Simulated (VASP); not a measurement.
Runs of VASP 6.6.1 on Si. The structure is that of space group I4/mmm (No. 139), or close to it. The cells are those of the table. 

| cell | gap on the mesh (eV) | pressure (GPa) | largest force (eV/Å) |
| --- | --- | --- | --- |
| a = 4.950 Å, angles 98.7, 98.7, 134.3°, 4 atoms | none | 3.8 | 0.50 |
| a = 5.103 Å, angles 98.7, 98.7, 134.3°, 4 atoms | none | -4.1 | 0.22 |
| a = 4.928 Å, angles 98.2, 98.2, 135.5°, 4 atoms | none | 7.2 | 0.12 |
| a = 4.973 Å, angles 99.1, 99.1, 133.1°, 4 atoms | none | 1.0 | 0.79 |
| a = 5.059 Å, angles 97.8, 97.8, 136.7°, 4 atoms | (a) | 1.0 | 0.33 |
| a = 4.962 Å, angles 98.9, 98.9, 133.7°, 4 atoms | none | 2.3 | 0.66 |
| a = 4.994 Å, angles 98.0, 98.0, 136.1°, 4 atoms | (b) | 3.9 | 0.14 |
| a = 5.004 Å, angles 98.2, 98.2, 135.5°, 4 atoms | 0.12 | 2.3 | 0.05 |

Alike in all rows: task single point; level LDA; potentials or basis VASP PAW LDA potentials, release 64 (Si); no spin polarisation; k mesh 10 × 10 × 10; cutoff (eV) 520; smearing gaussian 0.03 eV.

Question: Estimate the missing entries.

Answer: (a) 0.23; (b) 0.10.

A k mesh can miss the band edges.

A gap of «none» marks levels without a gap at the run's occupations.
